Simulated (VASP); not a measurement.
# In (I4/mmm) in VASP: single point with LDA

Aim: the single point of In with LDA.

Program: VASP 6.6.1. These are calculated values, not measurements. Logs are shortened: lines on timing, memory, paths and dates and some standing lists are left out, and cuts for length are marked.

## 1. The cell of the first run

It takes space group I4/mmm (No. 139, tetragonal). The conventional cell has a = 4.089 Å, b = 4.089 Å, c = 8.735 Å, α = 90.00°, β = 90.00°, γ = 90.00°. Within 5.4 Å of In (site symmetry 4/mmm) lie 12 In at 4.09 to 5.24 Å.

## 2. Single point, LDA

File INCAR:

```
SYSTEM = In
ALGO = Normal
EDIFF = 1E-6
ENCUT = 520
GGA = CA
ISIF = 2
ISMEAR = -1
LASPH = .TRUE.
LCHARG = .FALSE.
LREAL = .FALSE.
LWAVE = .FALSE.
NBANDS = 12
NELM = 80
PREC = Accurate
SIGMA = 0.05
```

File KPOINTS:

```
k-points
0
G
  8 8 8
  0 0 0
```

File POSCAR:

```
In
1.0
   -2.0442700000      2.0442700000      4.3673690000
    2.0442700000     -2.0442700000      4.3673690000
    2.0442700000      2.0442700000     -4.3673690000
In
1
Direct
    0.0000000000      0.0000000000      0.0000000000
```

Potentials or basis: VASP PAW LDA potentials, release 64 (In_d).

The run is started by

```
$ cat potpaw_LDA.64/In_d/POTCAR > POTCAR
$ mpirun -np 1 vasp_std > vasp.out
```

OUTCAR:

```text
SYSTEM = In
   EDIFF = 1E-6
   ENCUT = 520
   GGA = CA
   ISIF = 2
   ISMEAR = -1
   LASPH = .TRUE.
   LREAL = .FALSE.
   NELM = 80
   PREC = Accurate

 ion  position               nearest neighbor table
   1  0.000  0.000  0.000-

  LATTYP: Found a body centered tetragonal cell.
 ALAT       =     4.0885400000
 C/A-ratio  =     2.1363953881

  Lattice vectors:

 A1 = (  -2.0442700000,   2.0442700000,   4.3673690000)
 A2 = (   2.0442700000,  -2.0442700000,   4.3673690000)
 A3 = (   2.0442700000,   2.0442700000,  -4.3673690000)

Analysis of symmetry for initial positions (statically):
=====================================================================
 Subroutine PRICEL returns:
 Original cell was already a primitive cell.

 Routine SETGRP: Setting up the symmetry group for a
 body centered tetragonal supercell.

 Subroutine GETGRP returns: Found 16 space group operations
 (whereof 16 operations were pure point group operations)
 out of a pool of 16 trial point group operations.

The static configuration has the point symmetry D_4h.

Analysis of symmetry for dynamics (positions and initial velocities):
=====================================================================
 Subroutine PRICEL returns:
 Original cell was already a primitive cell.

 Routine SETGRP: Setting up the symmetry group for a
 body centered tetragonal supercell.

 Subroutine GETGRP returns: Found 16 space group operations
 (whereof 16 operations were pure point group operations)
 out of a pool of 16 trial point group operations.

The dynamic configuration has the point symmetry D_4h.

 Subroutine INISYM returns: Found 16 space group operations
 (whereof 16 operations are pure point group operations),
 and found     1 'primitive' translations

----------------------------------------------------------------------------------------

                                     Primitive cell

  volume of cell :      73.0056

  direct lattice vectors                    reciprocal lattice vectors
    -2.044270000  2.044270000  4.367369000     0.000000000  0.244586087  0.114485403
     2.044270000 -2.044270000  4.367369000     0.244586087  0.000000000  0.114485403
     2.044270000  2.044270000 -4.367369000     0.244586087  0.244586087  0.000000000

  length of vectors
     5.237555885  5.237555885  5.237555885     0.270054182  0.270054182  0.345896961

  position of ions in fractional coordinates (direct lattice)
     0.000000000  0.000000000  0.000000000

  ion indices of the primitive-cell ions
   primitive index   ion index
                 1           1

----------------------------------------------------------------------------------------

 KPOINTS: k-points

Automatic generation of k-mesh.
 Grid dimensions read from file:
 generate k-points for:    8    8    8

 Generating k-lattice:

  Cartesian coordinates                     Fractional coordinates (reciprocal lattice)
     0.000000000  0.030573261  0.014310675     0.125000000  0.000000000  0.000000000
     0.030573261  0.000000000  0.014310675     0.000000000  0.125000000  0.000000000
     0.030573261  0.030573261  0.000000000     0.000000000  0.000000000  0.125000000

  Length of vectors
     0.033756773  0.033756773  0.043237120

  Shift w.r.t. Gamma in fractional coordinates (k-lattice)
     0.000000000  0.000000000  0.000000000

 Subroutine IBZKPT returns following result:
 ===========================================

 Found     59 irreducible k-points:

 Following reciprocal coordinates:
            Coordinates               Weight
  0.000000  0.000000  0.000000      1.000000
  0.125000 -0.000000  0.000000      8.000000
  0.250000 -0.000000  0.000000      8.000000
  0.375000 -0.000000  0.000000      8.000000
  0.500000 -0.000000  0.000000      4.000000
  0.125000  0.125000  0.000000      8.000000
[... 16 lines left out ...]
  0.250000  0.125000  0.125000     16.000000
  0.375000  0.125000  0.125000      8.000000
 [... further k-points ...]
   k-points           NKPTS =     59   k-points in BZ     NKDIM =     59   number of bands    NBANDS=     12
   number of dos      NEDOS =    301   number of ions     NIONS =      1
   total plane-waves  NPLWV =  64000
   dimension x,y,z NGX =    40 NGY =   40 NGZ =   40
   dimension x,y,z NGXF=    80 NGYF=   80 NGZF=   80
   ions per type =               1
   NGX,Y,Z   is equivalent  to a cutoff of  12.70, 12.70, 12.70 a.u.
   NGXF,Y,Z  is equivalent  to a cutoff of  25.39, 25.39, 25.39 a.u.
 SYSTEM =  In
   PREC   = accura    normal or accurate (medium, high low for compatibility)
   ISTART =      0    job   : 0-new  1-cont  2-samecut
   ICHARG =      2    charge: 1-file 2-atom 10-const
   ISPIN  =      1    spin polarized calculation?
   LNONCOLLINEAR =      F non collinear calculations
   LSORBIT =      F    spin-orbit coupling
   LASPH  =      T    aspherical Exc in radial PAW
   ENCUT  =  520.0 eV  38.22 Ry    6.18 a.u.   9.74  9.74  9.74*2*pi/ulx,y,z
   NELM   =     80;   NELMIN=  2; NELMDL= -5     # of ELM steps
   EDIFF  = 0.1E-05   stopping-criterion for ELM
   LREAL  =      F    real-space projection
   EDIFFG = 0.1E-04   stopping-criterion for IOM
   NSW    =      0    number of steps for IOM
   IBRION =     -1    ionic relax: 0-MD 1-quasi-New 2-CG
   NFREE  =      0    steps in history (QN), initial steepest desc. (CG)
   ISIF   =      2    stress and relaxation
   ISYM   =      2    0-nonsym 1-usesym 2-fastsym
   POTIM  = 0.5000    time-step for ionic-motion
   TEBEG  =    0.0;   TEEND  =   0.0 temperature during run
   PSTRESS=    0.0 pullay stress
   NELECT =      13.0000    total number of electrons
   NUPDOWN=      -1.0000    fix difference up-down
   EMIN   =  10.00;   EMAX   =-10.00  energy-range for DOS
   EFERMI =   0.00;   METHOD = LEGACY
   ISMEAR =    -1;   SIGMA  =   0.05  broadening in eV -4-tet -1-fermi 0-gaus
   EFERMI_NEDOS =   21; number of points for ismear=-14 and -15
   IALGO  =     38    algorithm
   IMIX   =      4    mixing-type and parameters
     AMIX     =   0.40;   BMIX     =  1.00
     AMIX_MAG =   1.60;   BMIX_MAG =  1.00
  volume/ion in A,a.u.               =      73.01       492.67
  Fermi-wavevector in a.u.,A,eV,Ry     =   0.921023  1.740481 11.541596  0.848283
  Thomas-Fermi vector in A             =   2.046393
   LORBIT       =      0    0 simple, 1 ext, 2 COOP (PROOUT), +10 PAW based schemes
   GGA     = CA    functional components
   LHFCALC =     F    Hartree Fock is set to
   AEXX    =    0.0000 exact exchange contribution
   IVDW    =     0    specifies the selected vdW correction
   LEPSILON=     F    determine dielectric tensor
   LRPA    =     F    only Hartree local field effects (RPA)
 non-spin polarized calculation
  energy-cutoff  :      520.00
  volume of cell :       73.01
 maximum number of plane-waves:      1984
   NGX = 19   NGY = 19   NGZ = 19

 number of electron      13.0000001 magnetization

 Free energy of the ion-electron system (eV)
  ---------------------------------------------------
  ext. energy  EPLUGINS =         0.00000000
  ---------------------------------------------------
  free energy    TOTEN  =        -1.71034723 eV

  energy without entropy =       -1.69578215  energy(sigma->0) =       -1.70306469

 E-fermi :   0.3819     XC(G=0):  -6.4395

 val. band max:        0.3742554203   @ k =   0.5000   0.5000   0.0000
 cond. band min:       0.4025220085   @ k =  -0.3750   0.5000   0.1250
 fundamental gap:      0.0282665882
 Fermi energy:         0.3819192404

 k-point     1 :       0.0000    0.0000    0.0000
  band No.  band energies     occupation
      1     -14.5737      2.00000
      2     -14.5502      2.00000
      3     -14.5410      2.00000
      4     -14.5410      2.00000
      5     -14.4952      2.00000
      6      -5.4474      2.00000
      7       2.5914      0.00000
      8       4.3603      0.00000
      9       4.3603      0.00000
     10       5.0077      0.00000
     11       7.7579      0.00000
     12       7.9929      0.00000

 k-point     2 :       0.1250   -0.0000    0.0000
  band No.  band energies     occupation
      1     -14.5719      2.00000
      2     -14.5447      2.00000
      3     -14.5430      2.00000
      4     -14.5406      2.00000
      5     -14.4971      2.00000
      6      -5.3168      2.00000
      7       2.3629      0.00000
      8       3.2593      0.00000
      9       4.4248      0.00000
     10       5.5546      0.00000
     11       7.6612      0.00000
     12       7.9257      0.00000

 k-point     3 :       0.2500   -0.0000    0.0000
  band No.  band energies     occupation
      1     -14.5692      2.00000
      2     -14.5479      2.00000
      3     -14.5397      2.00000
      4     -14.5294      2.00000
      5     -14.5019      2.00000
      6      -4.9491      2.00000
      7       1.3457      0.00000
      8       2.3449      0.00000
      9       4.5975      0.00000
     10       5.6468      0.00000
     11       7.4260      0.00000
     12       8.0528      0.00000

 k-point     4 :       0.3750   -0.0000    0.0000
  band No.  band energies     occupation
      1     -14.5677      2.00000
      2     -14.5526      2.00000
      3     -14.5388      2.00000
      4     -14.5130      2.00000
      5     -14.5066      2.00000
      6      -4.4576      2.00000
      7       0.0495      1.99741
      8       2.1124      0.00000
      9       4.8020      0.00000
     10       4.9975      0.00000
     11       8.2405      0.00000
     12       8.9188      0.00000

 k-point     5 :       0.5000   -0.0000    0.0000
  band No.  band energies     occupation
      1     -14.5672      2.00000
      2     -14.5545      2.00000
      3     -14.5384      2.00000
      4     -14.5085      2.00000
      5     -14.5061      2.00000
      6      -4.1831      2.00000
      7      -0.5149      2.00000
      8       2.0523      0.00000
      9       4.7284      0.00000
     10       4.8994      0.00000
     11       8.6559      0.00000
     12       9.3714      0.00000
[... 228 lines left out ...]
      1     -14.5557      2.00000
      2     -14.5506      2.00000
      3     -14.5464      2.00000
      4     -14.5250      2.00000
      5     -14.4757      2.00000
      6      -3.2186      2.00000
      7       0.3743      1.07649
      8       1.0773      0.00000
      9       2.6005      0.00000
     10       4.3160      0.00000
     11       5.3510      0.00000
     12       8.9147      0.00000

 k-point    22 :       0.1250    0.1250    0.1250
  band No.  band energies     occupation
      1     -14.5596      2.00000
      2     -14.5478      2.00000
      3     -14.5461      2.00000
      4     -14.5136      2.00000
      5     -14.5094      2.00000
      6      -4.5266      2.00000
      7       1.5633      0.00000
      8       2.0939      0.00000
      9       2.6819      0.00000
     10       6.0349      0.00000
     11       6.7752      0.00000
     12       7.4154      0.00000

 k-point    23 :       0.2500    0.1250    0.1250
  band No.  band energies     occupation
      1     -14.5561      2.00000
      2     -14.5516      2.00000
      3     -14.5460      2.00000
      4     -14.5147      2.00000
      5     -14.4995      2.00000
      6      -4.0518      2.00000
      7       0.4884      0.21246
      8       2.0983      0.00000
      9       2.5669      0.00000
     10       5.5617      0.00000
     11       6.5085      0.00000
     12       7.4323      0.00000

 k-point    24 :       0.3750    0.1250    0.1250
  band No.  band energies     occupation
      1     -14.5558      2.00000
      2     -14.5526      2.00000
      3     -14.5458      2.00000
      4     -14.5168      2.00000
      5     -14.4932      2.00000
      6      -3.7895      2.00000
      7      -0.0541      1.99967
      8       2.3564      0.00000
      9       2.3690      0.00000
     10       5.3158      0.00000
     11       6.1323      0.00000
     12       8.3666      0.00000

 [... further k-points ...]

------------------------ aborting loop because EDIFF is reached ----------------------------------------

  FORCE on cell =-STRESS in cart. coord.  units (eV):
  Direction    XX          YY          ZZ          XY          YZ          ZX
  --------------------------------------------------------------------------------------
  -------------------------------------------------------------------------------------
  Total       -1.8370535     -1.8370535     -1.0488265      0.0000000      0.0000000      0.0000000
  in kB      -40.3158663    -40.3158663    -23.0174841      0.0000000      0.0000000      0.0000000
  external PRESSURE =     -34.5497389 kB  Pullay stress =       0.0000000 kB

 VOLUME and BASIS-vectors are now :
 -----------------------------------------------------------------------------
  energy-cutoff  :      520.00
  volume of cell :       73.01
      direct lattice vectors                 reciprocal lattice vectors
    -2.044270000  2.044270000  4.367369000     0.000000000  0.244586087  0.114485403
     2.044270000 -2.044270000  4.367369000     0.244586087  0.000000000  0.114485403
     2.044270000  2.044270000 -4.367369000     0.244586087  0.244586087  0.000000000

 POSITION                                       TOTAL-FORCE (eV/Angst)
 -----------------------------------------------------------------------------------
      0.00000      0.00000      0.00000         0.000000     -0.000000     -0.000000
 -----------------------------------------------------------------------------------
    total drift:                                0.000000      0.000000     -0.000000

  FREE ENERGIE OF THE ION-ELECTRON SYSTEM (eV)
  ---------------------------------------------------
  free  energy   TOTEN  =        -1.7103472265 eV

  energy  without entropy=       -1.6957821494  energy(sigma->0) =       -1.70306469
```

Run time: 36 s. Hardware: 1 thread of Intel Xeon Platinum 8488C (Sapphire Rapids), shared host; peak memory 0.21 GiB.

Results:

| Quantity | Value |
| --- | --- |
| Free energy | -1.7103 eV |
| Pressure | -3.5 GPa |
| Band gap on the k mesh | zero (an odd number of electrons rules out a gap without spin polarisation) |

Caveat: the cell stands under tension; spin-orbit coupling is left out, which moves the levels of the heavy elements.
